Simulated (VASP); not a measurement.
# Co (P6_3/mmc) in VASP: notebook

The runs below take Co through single point, with LDA.

All numbers are computed with VASP 6.6.1; they aren't measurements. Logs are shortened: lines on timing, memory, paths and dates and some standing lists are left out, and cuts for length are marked.

### 1 The cell of the first run

Symmetry: P6_3/mmc, No. 194, hexagonal system. The conventional cell has a = 2.359 Å, b = 2.359 Å, c = 3.806 Å, α = 90.00°, β = 90.00°, γ = 120.00°. Co (site symmetry -6m2) has 12 Co at 2.34 to 2.36 Å within 3.1 Å.

### 2 Single point, LDA, collinear spin, ferromagnetic start

Contents of INCAR:

```
SYSTEM = Co
PREC = Accurate
ENCUT = 520
EDIFF = 1E-6
ISMEAR = 0
SIGMA = 0.15
LREAL = .False.
LASPH = .True.
NELM = 150
ALGO = Normal
ISIF = 2
LWAVE = .False.
LCHARG = .True.
ISPIN = 2
MAGMOM = 1.375 1.375
LORBIT = 11
NUPDOWN = 2.75
LMAXMIX = 4
LELF = .True.
LVHAR = .True.
NBANDS = 20
```

Contents of KPOINTS:

```
Automatic mesh
0
Gamma
  24 24 12
  0 0 0
```

Contents of POSCAR:

```
Co
1.0
    2.3593161362      0.0000000000      0.0000000000
   -1.1796580681      2.0432277095      0.0000000000
    0.0000000000      0.0000000000      3.8057344492
Co
2
Direct
    0.6666666667      0.3333333333      0.2500000000
    0.3333333333      0.6666666667      0.7500000000
```

Potentials or basis: VASP PAW LDA potentials, release 64 (Co).

Launch:

```
$ cat potpaw_LDA.64/Co/POTCAR > POTCAR
$ mpirun -np 1 vasp_std > vasp.out
```

OUTCAR:

```text
SYSTEM = Co
   PREC = Accurate
   ENCUT = 520
   EDIFF = 1E-6
   ISMEAR = 0
   LREAL = .False.
   LASPH = .True.
   NELM = 150
   ISIF = 2
   ISPIN = 2
   LORBIT = 11
   NUPDOWN = 2.75

 ion  position               nearest neighbor table
   1  0.667  0.333  0.250-   2 2.34   2 2.34   2 2.34   2 2.34   2 2.34   2 2.34
   2  0.333  0.667  0.750-   1 2.34   1 2.34   1 2.34   1 2.34   1 2.34   1 2.34

  LATTYP: Found a hexagonal cell.
 ALAT       =     2.3593161362
 C/A-ratio  =     1.6130667657

  Lattice vectors:

 A1 = (   2.3593161362,   0.0000000000,   0.0000000000)
 A2 = (  -1.1796580681,   2.0432277095,   0.0000000000)
 A3 = (   0.0000000000,   0.0000000000,   3.8057344492)

Analysis of symmetry for initial positions (statically):
=====================================================================
 Subroutine PRICEL returns:
 Original cell was already a primitive cell.

 Routine SETGRP: Setting up the symmetry group for a
 hexagonal supercell.

 Subroutine GETGRP returns: Found 24 space group operations
 (whereof 12 operations were pure point group operations)
 out of a pool of 24 trial point group operations.

The static configuration has the point symmetry D_3d.
 The point group associated with its full space group is D_6h.

Analysis of symmetry for dynamics (positions and initial velocities):
=====================================================================
 Subroutine PRICEL returns:
 Original cell was already a primitive cell.

 Routine SETGRP: Setting up the symmetry group for a
 hexagonal supercell.

 Subroutine GETGRP returns: Found 24 space group operations
 (whereof 12 operations were pure point group operations)
 out of a pool of 24 trial point group operations.

The dynamic configuration has the point symmetry D_3d.
 The point group associated with its full space group is D_6h.

Analysis of structural, dynamic, and magnetic symmetry:
=====================================================================
 Subroutine PRICEL returns:
 Original cell was already a primitive cell.

 Routine SETGRP: Setting up the symmetry group for a
 hexagonal supercell.

 Subroutine GETGRP returns: Found 24 space group operations
 (whereof 12 operations were pure point group operations)
 out of a pool of 24 trial point group operations.

The overall configuration has the point symmetry D_3d.
 The point group associated with its full space group is D_6h.

 Subroutine INISYM returns: Found 24 space group operations
 (whereof 12 operations are pure point group operations),
 and found     1 'primitive' translations

----------------------------------------------------------------------------------------

                                     Primitive cell

  volume of cell :      18.3460

  direct lattice vectors                    reciprocal lattice vectors
     2.359316136  0.000000000  0.000000000     0.423851634  0.244710855  0.000000000
    -1.179658068  2.043227709  0.000000000     0.000000000  0.489421710  0.000000000
     0.000000000  0.000000000  3.805734449     0.000000000  0.000000000  0.262761371

  length of vectors
     2.359316136  2.359316136  3.805734449     0.489421710  0.489421710  0.262761371

  position of ions in fractional coordinates (direct lattice)
     0.666666667  0.333333333  0.250000000
     0.333333333  0.666666667  0.750000000

  ion indices of the primitive-cell ions
   primitive index   ion index
                 1           1
                 2           2

----------------------------------------------------------------------------------------

 KPOINTS: Automatic mesh

Automatic generation of k-mesh.
 Grid dimensions read from file:
 generate k-points for:   24   24   12

 Generating k-lattice:

  Cartesian coordinates                     Fractional coordinates (reciprocal lattice)
     0.017660485  0.010196286  0.000000000     0.041666667  0.000000000  0.000000000
     0.000000000  0.020392571  0.000000000     0.000000000  0.041666667  0.000000000
     0.000000000  0.000000000  0.021896781     0.000000000  0.000000000  0.083333333

  Length of vectors
     0.020392571  0.020392571  0.021896781

  Shift w.r.t. Gamma in fractional coordinates (k-lattice)
     0.000000000  0.000000000  0.000000000

 Subroutine IBZKPT returns following result:
 ===========================================

 Found    427 irreducible k-points:

 Following reciprocal coordinates:
            Coordinates               Weight
  0.000000  0.000000  0.000000      1.000000
  0.041667  0.000000  0.000000      6.000000
  0.083333  0.000000  0.000000      6.000000
  0.125000  0.000000  0.000000      6.000000
  0.166667  0.000000  0.000000      6.000000
  0.208333  0.000000  0.000000      6.000000
[... 16 lines left out ...]
  0.416667  0.041667  0.000000     12.000000
  0.458333  0.041667  0.000000     12.000000
 [... further k-points ...]
   k-points           NKPTS =    427   k-points in BZ     NKDIM =    427   number of bands    NBANDS=     20
   number of dos      NEDOS =    301   number of ions     NIONS =      2
   total plane-waves  NPLWV =   9072
   dimension x,y,z NGX =    18 NGY =   18 NGZ =   28
   dimension x,y,z NGXF=    36 NGYF=   36 NGZF=   56
   ions per type =               2
   NGX,Y,Z   is equivalent  to a cutoff of  12.68, 12.68, 12.23 a.u.
   NGXF,Y,Z  is equivalent  to a cutoff of  25.37, 25.37, 24.46 a.u.
 SYSTEM =  Co
   PREC   = accura    normal or accurate (medium, high low for compatibility)
   ISTART =      0    job   : 0-new  1-cont  2-samecut
   ICHARG =      2    charge: 1-file 2-atom 10-const
   ISPIN  =      2    spin polarized calculation?
   LNONCOLLINEAR =      F non collinear calculations
   LSORBIT =      F    spin-orbit coupling
   LASPH  =      T    aspherical Exc in radial PAW
   ENCUT  =  520.0 eV  38.22 Ry    6.18 a.u.   4.39  4.39  7.08*2*pi/ulx,y,z
   NELM   =    150;   NELMIN=  2; NELMDL= -5     # of ELM steps
   EDIFF  = 0.1E-05   stopping-criterion for ELM
   LREAL  =      F    real-space projection
   EDIFFG = 0.1E-04   stopping-criterion for IOM
   NSW    =      0    number of steps for IOM
   IBRION =     -1    ionic relax: 0-MD 1-quasi-New 2-CG
   NFREE  =      0    steps in history (QN), initial steepest desc. (CG)
   ISIF   =      2    stress and relaxation
   ISYM   =      2    0-nonsym 1-usesym 2-fastsym
   POTIM  = 0.5000    time-step for ionic-motion
   TEBEG  =    0.0;   TEEND  =   0.0 temperature during run
   PSTRESS=    0.0 pullay stress
   NELECT =      18.0000    total number of electrons
   NUPDOWN=       2.7500    fix difference up-down
   EMIN   =  10.00;   EMAX   =-10.00  energy-range for DOS
   EFERMI =   0.00;   METHOD = LEGACY
   ISMEAR =     0;   SIGMA  =   0.15  broadening in eV -4-tet -1-fermi 0-gaus
   EFERMI_NEDOS =   21; number of points for ismear=-14 and -15
   IALGO  =     38    algorithm
   IMIX   =      4    mixing-type and parameters
     AMIX     =   0.40;   BMIX     =  1.00
     AMIX_MAG =   1.60;   BMIX_MAG =  1.00
  volume/ion in A,a.u.               =       9.17        61.90
  Fermi-wavevector in a.u.,A,eV,Ry     =   1.626741  3.074096 36.004931  2.646288
  Thomas-Fermi vector in A             =   2.719651
   LORBIT       =     11    0 simple, 1 ext, 2 COOP (PROOUT), +10 PAW based schemes
   GGA     = CA    functional components
   LHFCALC =     F    Hartree Fock is set to
   AEXX    =    0.0000 exact exchange contribution
   IVDW    =     0    specifies the selected vdW correction
   LEPSILON=     F    determine dielectric tensor
   LRPA    =     F    only Hartree local field effects (RPA)
 spin polarized calculation
 Gauss-broadening in eV      SIGMA  =   0.15
  energy-cutoff  :      520.00
  volume of cell :       18.35
 maximum number of plane-waves:       525
 NGX is ok and might be reduce to    18
   NGX =  9   NGY =  9   NGZ = 15

 number of electron      18.0000011 magnetization       2.7500003

 Free energy of the ion-electron system (eV)
  ---------------------------------------------------
  ext. energy  EPLUGINS =         0.00000000
  ---------------------------------------------------
  free energy    TOTEN  =       -16.13994174 eV

  energy without entropy =      -16.11169107  energy(sigma->0) =      -16.12581641

 E-fermi :  12.5044     XC(G=0): -14.7521

 val. band max:       12.5557182993   @ k =   0.2917   0.0833   0.3333
 cond. band min:      12.5060551607   @ k =   0.0417   0.0000   0.2500
 fundamental gap:     -0.0496631386
 Fermi energy:        12.5570652671

 spin component 1

 k-point     1 :       0.0000    0.0000    0.0000
  band No.  band energies     occupation
      1       2.6133      1.00000
      2       6.6010      1.00000
      3       9.8077      1.00000
      4       9.8205      1.00000
      5       9.8205      1.00000
      6      10.2464      1.00000
[... 12 lines left out ...]
     19      41.4220      0.00000
     20      41.4220      0.00000

 k-point     2 :       0.0417    0.0000    0.0000
  band No.  band energies     occupation
      1       2.6830      1.00000
      2       6.6462      1.00000
      3       9.6716      1.00000
      4       9.8579      1.00000
      5       9.9447      1.00000
      6      10.2266      1.00000
[... 12 lines left out ...]
     19      42.4908      0.00000
     20      42.7873      0.00000

 k-point     3 :       0.0833    0.0000    0.0000
  band No.  band energies     occupation
      1       2.8900      1.00000
      2       6.7763      1.00000
      3       9.5074      1.00000
      4       9.9683      1.00000
      5      10.0662      1.00000
      6      10.1831      1.00000
[... 12 lines left out ...]
     19      42.1517      0.00000
     20      44.0217      0.00000

 k-point     4 :       0.1250    0.0000    0.0000
  band No.  band energies     occupation
      1       3.2278      1.00000
      2       6.9742      1.00000
      3       9.3230      1.00000
      4      10.0341      1.00000
      5      10.0501      1.00000
      6      10.1471      1.00000
[... 429 lines left out ...]
 k-point    23 :       0.4167    0.0417    0.0000
  band No.  band energies     occupation
      1       6.9415      1.00000
      2       7.2016      1.00000
      3       7.4378      1.00000
      4       9.5554      1.00000
      5       9.6262      1.00000
      6       9.9513      1.00000
[... 12 lines left out ...]
     19      38.3949      0.00000
     20      40.2527      0.00000

 k-point    24 :       0.4583    0.0417    0.0000
  band No.  band energies     occupation
      1       7.0049      1.00000
      2       7.1725      1.00000
      3       7.3700      1.00000
      4       9.6015      1.00000
      5       9.7094      1.00000
      6       9.9168      1.00000
[... 12 lines left out ...]
     19      38.3258      0.00000
     20      40.0376      0.00000

 [... further k-points ...]

 spin component 2

 k-point     1 :       0.0000    0.0000    0.0000
  band No.  band energies     occupation
      1       2.8073      1.00000
      2       7.4061      1.00000
      3      11.0781      1.00000
      4      11.0799      1.00000
      5      11.0799      1.00000
      6      11.5500      1.00000
[... 12 lines left out ...]
     19      41.8483      0.00000
     20      41.8483      0.00000

 k-point     2 :       0.0417    0.0000    0.0000
  band No.  band energies     occupation
      1       2.8773      1.00000
      2       7.4547      1.00000
      3      10.9206      1.00000
      4      11.1195      1.00000
      5      11.2219      1.00000
      6      11.5268      1.00000
[... 12 lines left out ...]
     19      42.9136      0.00000
     20      43.1800      0.00000

 k-point     3 :       0.0833    0.0000    0.0000
  band No.  band energies     occupation
      1       3.0853      1.00000
      2       7.5952      1.00000
      3      10.7355      1.00000
      4      11.2367      1.00000
      5      11.3525      1.00000
      6      11.4748      1.00000
[... 12 lines left out ...]
     19      42.3021      0.00000
     20      44.4389      0.00000

 k-point     4 :       0.1250    0.0000    0.0000
  band No.  band energies     occupation
      1       3.4254      1.00000
      2       7.8109      1.00000
      3      10.5246      1.00000
      4      10.9734      1.00000
      5      11.3237      1.00000
      6      11.4269      1.00000
[... 429 lines left out ...]
 k-point    23 :       0.4167    0.0417    0.0000
  band No.  band energies     occupation
      1       7.6672      1.00000
      2       8.1276      1.00000
      3       8.3933      1.00000
      4      10.2413      1.00000
      5      10.8801      1.00000
      6      11.1184      1.00000
[... 12 lines left out ...]
     19      38.9053      0.00000
     20      40.6206      0.00000

 k-point    24 :       0.4583    0.0417    0.0000
  band No.  band energies     occupation
      1       7.8769      1.00000
      2       8.0138      1.00000
      3       8.3277      1.00000
      4      10.3593      1.00000
      5      10.8559      1.00000
      6      11.0770      1.00000
[... 12 lines left out ...]
     19      38.8407      0.00000
     20      40.3995      0.00000

 [... further k-points ...]
[... 5 lines left out ...]
  --------------------------------------------------------------------------------------
  -------------------------------------------------------------------------------------
  Total        3.0975908      3.0975908      3.0552381     -0.0000000     -0.0000000      0.0000000
  in kB      270.5161759    270.5161758    266.8174668     -0.0000000     -0.0000000      0.0000000
  external PRESSURE =     269.2832728 kB  Pullay stress =       0.0000000 kB

 VOLUME and BASIS-vectors are now :
 -----------------------------------------------------------------------------
  energy-cutoff  :      520.00
  volume of cell :       18.35
      direct lattice vectors                 reciprocal lattice vectors
     2.359316136  0.000000000  0.000000000     0.423851634  0.244710855  0.000000000
    -1.179658068  2.043227709  0.000000000     0.000000000  0.489421710  0.000000000
     0.000000000  0.000000000  3.805734449     0.000000000  0.000000000  0.262761371

 POSITION                                       TOTAL-FORCE (eV/Angst)
 -----------------------------------------------------------------------------------
      1.17966      0.68108      0.95143         0.000000      0.000000      0.000000
     -0.00000      1.36215      2.85430        -0.000000     -0.000000      0.000000
 -----------------------------------------------------------------------------------
    total drift:                                0.000000     -0.000000     -0.000000

  FREE ENERGIE OF THE ION-ELECTRON SYSTEM (eV)
  ---------------------------------------------------
  free  energy   TOTEN  =       -16.1399417424 eV

  energy  without entropy=      -16.1116910708  energy(sigma->0) =      -16.12581641

 total charge

# of ion       s       p       d       tot
------------------------------------------
    1        0.566   0.681   7.417   8.663
    2        0.566   0.681   7.417   8.663
--------------------------------------------------
tot          1.132   1.361  14.833  17.327

 magnetization (x)

# of ion       s       p       d       tot
------------------------------------------
    1       -0.012  -0.036   1.406   1.357
    2       -0.012  -0.036   1.406   1.357
--------------------------------------------------
tot         -0.025  -0.072   2.811   2.714
```

Wall time 2.4 min (1 thread of Intel Xeon 6975P-C (Granite Rapids), shared host); peak memory 0.3 GiB.

What came out:

| Property | Result |
| --- | --- |
| Free energy | -16.1399 eV |
| Pressure | 26.9 GPa |
| Net moment | 2.75 μB per cell |
| Site moments | Co +1.36 μB |
| Valence electrons inside the program's atomic spheres | Co 8.66 |

Caveat: the total moment is fixed, so each spin has its own Fermi level.

### 3 Single point, LDA, collinear spin, ferromagnetic start

Contents of INCAR:

```
SYSTEM = Co
ALGO = Fast
EDIFF = 1E-6
ENCUT = 520
GGA = CA
ISIF = 2
ISMEAR = 0
ISPIN = 2
LASPH = .TRUE.
LCHARG = .TRUE.
LELF = .TRUE.
LMAXMIX = 4
LORBIT = 11
LREAL = .FALSE.
LVHAR = .TRUE.
LWAVE = .FALSE.
MAGMOM = 0.825 0.825
NBANDS = 20
NELM = 150
NUPDOWN = 1.65
PREC = Accurate
SIGMA = 0.15
```

Contents of KPOINTS:

```
k-points
0
G
  24 24 12
  0 0 0
```

POSCAR is that of step 2.

Potentials or basis: VASP PAW LDA potentials, release 64 (Co).

Launch:

```
$ cat potpaw_LDA.64/Co/POTCAR > POTCAR
$ mpirun -np 1 vasp_std > vasp.out
```

Run time: 2.4 min. Hardware: 1 thread of Intel Xeon 6975P-C (Granite Rapids), shared host; peak memory 0.31 GiB.

The run converged. Its results:

```yaml
Free_energy: -16.1196 eV
Pressure: 19.3 GPa
Net_moment: 1.65 μB per cell
Site_moments: Co +0.81 μB
Valence_electrons_inside_the_program's_atomic_spheres: Co 8.66
```

Stress tensor (GPa, compression positive):
```
19.52  0.00  0.00
 0.00 19.52  0.00
 0.00  0.00 18.83
```

Caveat: the total moment is fixed, so each spin has its own Fermi level.

### 4 Single point, LDA, collinear spin, ferromagnetic start

This run uses another cell than the first one, of 12.51 Å³/atom, 1.364 times its volume.

Contents of INCAR:

```
PREC = Accurate ; ENCUT = 520
EDIFF = 1E-6 ; ISMEAR = 0
SIGMA = 0.15 ; LREAL = F
LASPH = T ; NELM = 150
ALGO = Normal ; ISIF = 2
LWAVE = F ; LCHARG = F
ISPIN = 2 ; MAGMOM = 2.2 2.2
LORBIT = 11 ; NUPDOWN = 4.4
LMAXMIX = 4 ; GGA = CA
NBANDS = 20
```

Contents of KPOINTS:

```
regular mesh
0
Gamma
  24 24 12
```

Contents of POSCAR:

```
Co
1.0
    2.6163140353      0.0000000000      0.0000000000
   -1.3081570176      2.2657944189      0.0000000000
    0.0000000000      0.0000000000      4.2202892192
Co
2
Direct
    0.6666666667      0.3333333333      0.2500000000
    0.3333333333      0.6666666667      0.7500000000
```

Launch:

```
$ cat potpaw_LDA.64/Co/POTCAR > POTCAR
$ mpirun -np 1 vasp_std > vasp.out
```

Run time: 2.3 min. Hardware: 1 thread of Intel Xeon 6975P-C (Granite Rapids), shared host; peak memory 0.37 GiB.

The run converged. Its results:

| Quantity | Value |
| --- | --- |
| Free energy | -15.0937 eV |
| Pressure | -27.1 GPa |
| Net moment | 4.40 μB per cell |
| Site moments | Co +2.16 μB |
| Valence electrons inside the program's atomic spheres | Co 8.02 |

Stress tensor (GPa, compression positive):
```
-27.91   0.00   0.00
  0.00 -27.91   0.00
  0.00   0.00 -25.58
```

Caveat: the total moment is fixed, so each spin has its own Fermi level.

### 5 Single point, LDA, collinear spin, ferromagnetic start

This run uses another cell than the first one, of 12.51 Å³/atom, 1.364 times its volume.

Contents of INCAR:

```
PREC = Accurate
ENCUT = 520
EDIFF = 1E-6
ISMEAR = 0
SIGMA = 0.15
LREAL = F
LASPH = T
NELM = 150
ALGO = Normal
ISIF = 2
LWAVE = F
LCHARG = F
ISPIN = 2
MAGMOM = 1.375 1.375
LORBIT = 11
NUPDOWN = 2.75
LMAXMIX = 4
NBANDS = 20
```

KPOINTS is that of step 4.

POSCAR is that of step 4.

Launch:

```
$ cat potpaw_LDA.64/Co/POTCAR > POTCAR
$ mpirun -np 1 vasp_std > vasp.out
```

It took 3.3 min on 1 thread of Intel Xeon Platinum 8488C (Sapphire Rapids), shared host; peak memory 0.37 GiB.

It converged, with:

```
Free energy                                           : -15.4738 eV
Pressure                                              : -38.4 GPa
Net moment                                            : 2.75 μB per cell
Site moments                                          : Co +1.41 μB
Valence electrons inside the program's atomic spheres : Co 8.05
```

Stress tensor (GPa, compression positive):
```
-38.02   0.00   0.00
  0.00 -38.02   0.00
  0.00   0.00 -39.25
```

Caveat: the total moment is fixed, so each spin has its own Fermi level.

### 6 The runs side by side

```tsv
fixed moment (μB)	cell	pressure (GPa)	moment (μB)
2.75	a = 2.359, b = 2.359, c = 3.806 Å, angles 90.0, 90.0, 120.0°, 2 atoms	26.9	2.75
1.65	a = 2.359, b = 2.359, c = 3.806 Å, angles 90.0, 90.0, 120.0°, 2 atoms	19.3	1.65
4.4	a = 2.616, b = 2.616, c = 4.220 Å, angles 90.0, 90.0, 120.0°, 2 atoms	-27.1	4.40
2.75	a = 2.616, b = 2.616, c = 4.220 Å, angles 90.0, 90.0, 120.0°, 2 atoms	-38.4	2.75
```

Alike in all rows: task single point; level LDA; potentials or basis VASP PAW LDA potentials, release 64 (Co); spin collinear, ferromagnetic start; k mesh 24 × 24 × 12; cutoff (eV) 520; smearing gaussian 0.15 eV.

Caveats: the total moment is fixed, so each spin has its own Fermi level.

Absolute energies hang on the potentials; compare differences alone.
